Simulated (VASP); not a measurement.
# ScAl3N4 (P3m1) in VASP: single point with PBE

Aim: the single point of ScAl3N4 with PBE.

Program: VASP 6.6.1. These are calculated values, not measurements. Logs are shortened: lines on timing, memory, paths and dates and some standing lists are left out, and cuts for length are marked.

## 1. The cell of the first run

The structure is trigonal, space group P3m1 (No. 156). The conventional cell has a = 3.158 Å, b = 3.158 Å, c = 10.314 Å, α = 90.00°, β = 90.00°, γ = 120.00°. Sc (site symmetry 3m) has 6 N at 2.03 to 2.56 Å within 2.7 Å. Within 2.5 Å of Al (site symmetry 3m) lie 4 N at 1.86 to 1.93 Å. Al (site symmetry 3m) has 4 N at 1.89 to 1.96 Å within 2.5 Å. Within 2.5 Å of Al (site symmetry 3m) lie 4 N at 1.88 to 1.93 Å. N (site symmetry 3m) has 1 Al at 1.86 Å and 3 Sc at 2.03 Å within 2.5 Å. Within 2.5 Å of N (site symmetry 3m) lie 4 Al at 1.89 to 1.93 Å. N (site symmetry 3m) has 4 Al at 1.88 to 1.93 Å within 2.5 Å. N (site symmetry 3m) has 3 Al at 1.96 Å and 3 Sc at 2.56 Å within 2.6 Å.

## 2. Single point, PBE

File INCAR:

```
SYSTEM = ScAl3N4
PREC = Accurate
ENCUT = 520
EDIFF = 1E-6
ISMEAR = 0
SIGMA = 0.02
LREAL = .False.
LASPH = .True.
NELM = 100
ALGO = Normal
ISIF = 2
LWAVE = .False.
LCHARG = .False.
GGA = PE
NBANDS = 30
```

File KPOINTS:

```
Automatic mesh
0
Gamma
  12 12 4
  0 0 0
```

File POSCAR:

```
ScAl3N4
1.0
    3.1583155383      0.0000000000      0.0000000000
   -1.5791577691      2.7351814893      0.0000000000
    0.0000000000      0.0000000000     10.3137861271
Sc Al N
1 3 4
Direct
    0.3333333333      0.6666666667      0.1614609346
    0.6666666667      0.3333333333      0.4290129642
    0.6666666667      0.3333333333      0.9186120903
    0.3333333333      0.6666666667      0.6731126939
    0.6666666667      0.3333333333      0.2483827791
    0.6666666667      0.3333333333      0.7356160838
    0.3333333333      0.6666666667      0.4907445202
    0.0000000000      0.0000000000      0.9870579339
```

Potentials or basis: VASP PAW PBE potentials, release 64 (Sc_sv, Al, N).

The run is started by

```sh
$ cat potpaw_PBE.64/Sc_sv/POTCAR potpaw_PBE.64/Al/POTCAR potpaw_PBE.64/N/POTCAR > POTCAR
$ mpirun -np 1 vasp_std > vasp.out
```

OUTCAR:

```text
SYSTEM = ScAl3N4
   PREC = Accurate
   ENCUT = 520
   EDIFF = 1E-6
   ISMEAR = 0
   LREAL = .False.
   LASPH = .True.
   NELM = 100
   ISIF = 2
   GGA = PE

 ion  position               nearest neighbor table
   1  0.333  0.667  0.161-   5 2.03   5 2.03   5 2.03   8 2.56   8 2.56   8 2.56   3 3.10   3 3.10
                             3 3.10   2 3.31   2 3.31   2 3.31
   2  0.667  0.333  0.429-   5 1.86   7 1.93   7 1.93   7 1.93   4 3.11   4 3.11   4 3.11   1 3.31
                             1 3.31   1 3.31
   3  0.667  0.333  0.919-   6 1.89   8 1.96   8 1.96   8 1.96   1 3.10   1 3.10   1 3.10   4 3.12
                             4 3.12   4 3.12
   4  0.333  0.667  0.673-   7 1.88   6 1.93   6 1.93   6 1.93   2 3.11   2 3.11   2 3.11   3 3.12
                             3 3.12   3 3.12
   5  0.667  0.333  0.248-   2 1.86   1 2.03   1 2.03   1 2.03
   6  0.667  0.333  0.736-   3 1.89   4 1.93   4 1.93   4 1.93
   7  0.333  0.667  0.491-   4 1.88   2 1.93   2 1.93   2 1.93
   8  0.000  0.000  0.987-   3 1.96   3 1.96   3 1.96   1 2.56   1 2.56   1 2.56

  LATTYP: Found a hexagonal cell.
 ALAT       =     3.1583155383
 C/A-ratio  =     3.2655971204

  Lattice vectors:

 A1 = (   3.1583155383,   0.0000000000,   0.0000000000)
 A2 = (  -1.5791577691,   2.7351814893,   0.0000000000)
 A3 = (   0.0000000000,   0.0000000000,  10.3137861271)

Analysis of symmetry for initial positions (statically):
=====================================================================
 Subroutine PRICEL returns:
 Original cell was already a primitive cell.

 Routine SETGRP: Setting up the symmetry group for a
 hexagonal supercell.

 Subroutine GETGRP returns: Found  6 space group operations
 (whereof  6 operations were pure point group operations)
 out of a pool of 24 trial point group operations.

The static configuration has the point symmetry C_3v.

Analysis of symmetry for dynamics (positions and initial velocities):
=====================================================================
 Subroutine PRICEL returns:
 Original cell was already a primitive cell.

 Routine SETGRP: Setting up the symmetry group for a
 hexagonal supercell.

 Subroutine GETGRP returns: Found  6 space group operations
 (whereof  6 operations were pure point group operations)
 out of a pool of 24 trial point group operations.

The dynamic configuration has the point symmetry C_3v.

 Subroutine INISYM returns: Found  6 space group operations
 (whereof  6 operations are pure point group operations),
 and found     1 'primitive' translations

----------------------------------------------------------------------------------------
[... 114 lines left out ...]
   TEBEG  =    0.0;   TEEND  =   0.0 temperature during run
   PSTRESS=    0.0 pullay stress
   NELECT =      40.0000    total number of electrons
   NUPDOWN=      -1.0000    fix difference up-down
   EMIN   =  10.00;   EMAX   =-10.00  energy-range for DOS
   EFERMI =   0.00;   METHOD = LEGACY
   ISMEAR =     0;   SIGMA  =   0.02  broadening in eV -4-tet -1-fermi 0-gaus
   EFERMI_NEDOS =   21; number of points for ismear=-14 and -15
   IALGO  =     38    algorithm
   IMIX   =      4    mixing-type and parameters
     AMIX     =   0.40;   BMIX     =  1.00
     AMIX_MAG =   1.60;   BMIX_MAG =  1.00
  volume/ion in A,a.u.               =      11.14        75.16
  Fermi-wavevector in a.u.,A,eV,Ry     =   1.253550  2.368865 21.380017  1.571387
  Thomas-Fermi vector in A             =   2.387397
   LORBIT       =      0    0 simple, 1 ext, 2 COOP (PROOUT), +10 PAW based schemes
   GGA     = PE    functional components
   LHFCALC =     F    Hartree Fock is set to
   AEXX    =    0.0000 exact exchange contribution
   IVDW    =     0    specifies the selected vdW correction
   LEPSILON=     F    determine dielectric tensor
   LRPA    =     F    only Hartree local field effects (RPA)
 non-spin polarized calculation
 Gauss-broadening in eV      SIGMA  =   0.02
  energy-cutoff  :      520.00
  volume of cell :       89.10
 maximum number of plane-waves:      2418
   NGX = 11   NGY = 11   NGZ = 39

 number of electron      40.0000003 magnetization

 Free energy of the ion-electron system (eV)
  ---------------------------------------------------
  ext. energy  EPLUGINS =         0.00000000
  ---------------------------------------------------
  free energy    TOTEN  =       -62.09497133 eV

  energy without entropy =      -62.09497133  energy(sigma->0) =      -62.09497133

 E-fermi :   5.6441     XC(G=0): -10.9656

 val. band max:        5.5513408483   @ k =   0.3333   0.3333   0.5000
 cond. band min:       8.5785932408   @ k =   0.5000  -0.0000   0.0000
 fundamental gap:      3.0272523925
 Fermi energy:         5.6441237988

 k-point     1 :       0.0000    0.0000    0.0000
  band No.  band energies     occupation
      1     -41.4807      2.00000
      2     -20.3250      2.00000
      3     -19.9047      2.00000
      4     -19.9047      2.00000
      5      -9.5242      2.00000
      6      -8.6656      2.00000
[... 781 lines left out ...]
     29      13.6923      0.00000
     30      14.3942      0.00000

 [... further k-points ...]

------------------------ aborting loop because EDIFF is reached ----------------------------------------

  FORCE on cell =-STRESS in cart. coord.  units (eV):
  Direction    XX          YY          ZZ          XY          YZ          ZX
  --------------------------------------------------------------------------------------
  -------------------------------------------------------------------------------------
  Total        0.0482704      0.0482704      0.0251919      0.0000000      0.0000000      0.0000000
  in kB        0.8680239      0.8680239      0.4530134      0.0000000      0.0000000      0.0000000
  external PRESSURE =       0.7296871 kB  Pullay stress =       0.0000000 kB

 VOLUME and BASIS-vectors are now :
 -----------------------------------------------------------------------------
  energy-cutoff  :      520.00
  volume of cell :       89.10
      direct lattice vectors                 reciprocal lattice vectors
     3.158315538  0.000000000  0.000000000     0.316624475  0.182803226  0.000000000
    -1.579157769  2.735181489  0.000000000     0.000000000  0.365606452  0.000000000
     0.000000000  0.000000000 10.313786127     0.000000000  0.000000000  0.096957605

 POSITION                                       TOTAL-FORCE (eV/Angst)
 -----------------------------------------------------------------------------------
     -0.00000      1.82345      1.66527         0.000000     -0.000000     -0.078710
      1.57916      0.91173      4.42475        -0.000000     -0.000000     -0.001733
      1.57916      0.91173      9.47437         0.000000     -0.000000     -0.003030
     -0.00000      1.82345      6.94234        -0.000000     -0.000000      0.003629
      1.57916      0.91173      2.56177        -0.000000      0.000000      0.110312
      1.57916      0.91173      7.58699         0.000000     -0.000000     -0.000070
     -0.00000      1.82345      5.06143         0.000000     -0.000000     -0.000090
      0.00000      0.00000     10.18030         0.000000     -0.000000     -0.030308
 -----------------------------------------------------------------------------------
    total drift:                               -0.000001     -0.000000      0.000316

  FREE ENERGIE OF THE ION-ELECTRON SYSTEM (eV)
  ---------------------------------------------------
  free  energy   TOTEN  =       -62.0949713263 eV

  energy  without entropy=      -62.0949713263  energy(sigma->0) =      -62.09497133
```

stdout:

```text
POSCAR found type information on POSCAR ScAlN
 POSCAR found :  3 types and       8 ions
 scaLAPACK will be used
 LDA part: xc-table for (Slater+PW92), standard interpolation
 POSCAR, INCAR and KPOINTS ok, starting setup
 FFT: planning ... GRIDC
 FFT: planning ... GRID_SOFT
 FFT: planning ... GRID
 WAVECAR not read
 entering main loop
```

Run time: 2.1 min. Hardware: 1 thread of Intel Xeon 6975P-C (Granite Rapids), shared host; peak memory 0.29 GiB.

Results:

```
Free energy            : -62.0950 eV
Pressure               : 0.1 GPa
Largest force          : 0.110 eV/Å
Band gap on the k mesh : 3.03 eV (least direct gap 3.21 eV)
```

Forces on the atoms (eV/Å):
```
Sc   0.000  0.000 -0.079
Al   0.000  0.000 -0.002
Al   0.000  0.000 -0.003
Al   0.000  0.000  0.004
N    0.000  0.000  0.110
N    0.000  0.000  0.000
N    0.000  0.000  0.000
N    0.000  0.000 -0.030
```
